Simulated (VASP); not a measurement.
Set up this calculation in VASP 6.6.1, as the native input.

```
Task                   : single point
Functional             : PBE
Dispersion             : D3(BJ)
Potentials or basis    : VASP PAW PBE potentials, release 64 (Sn_d, O)
Cutoff                 : 520 eV
k mesh                 : 3 × 3 × 4
Occupations            : methfessel-paxton, width 0.01 eV
Spin                   : no spin polarisation
Dipole correction      : no
Further INCAR settings : ALGO = Normal; EDIFF = 1e-07; NBANDS = 35
```

The structure of SnO2 (Cassiterite) lies in POSCAR:

```
SnO2
1.0
    4.7442546562      0.0000000000      0.0000000000
    0.0000000000      4.7442546562      0.0000000000
    0.0000000000      0.0000000000      3.2163677036
Sn O
2 4
Direct
    0.0000000000      0.0000000000      0.0000000000
    0.5000000000      0.5000000000      0.5000000000
    0.3058240525      0.3058240525      0.0000000000
    0.1941759475      0.8058240525      0.5000000000
    0.6941759475      0.6941759475      0.0000000000
    0.8058240525      0.1941759475      0.5000000000
```

The input as run:

INCAR

```
SYSTEM = SnO2
ALGO = Normal
EDIFF = 1E-7
ENCUT = 520
GGA = PE
ISIF = 2
ISMEAR = 1
IVDW = 12
LASPH = .True.
LCHARG = .False.
LREAL = .False.
LWAVE = .False.
NBANDS = 35
NELM = 60
PREC = Accurate
SIGMA = 0.01
```

KPOINTS

```
k-points
0
Gamma
  3 3 4
  0 0 0
```

Potentials or basis: VASP PAW PBE potentials, release 64 (Sn_d, O).

The run is started by

```bash
$ cat potpaw_PBE.64/Sn_d/POTCAR potpaw_PBE.64/O/POTCAR > POTCAR
$ mpirun -np 1 vasp_std > vasp.out
```

It gave:

```json
{
  "Pressure": "5.3 GPa",
  "Largest force": "0.014 eV/Å",
  "Band gap on the k mesh": "1.08 eV, direct",
  "Dispersion energy per atom": "-0.221 eV"
}
```

Caveat: the k points lie up to 0.49 Å⁻¹ apart; three body term missing; spin-orbit coupling is left out, which moves the levels of the heavy elements.

Run time: 43 s on 1 thread of AMD EPYC 7R13 (shared host), peak memory 0.16 GiB.
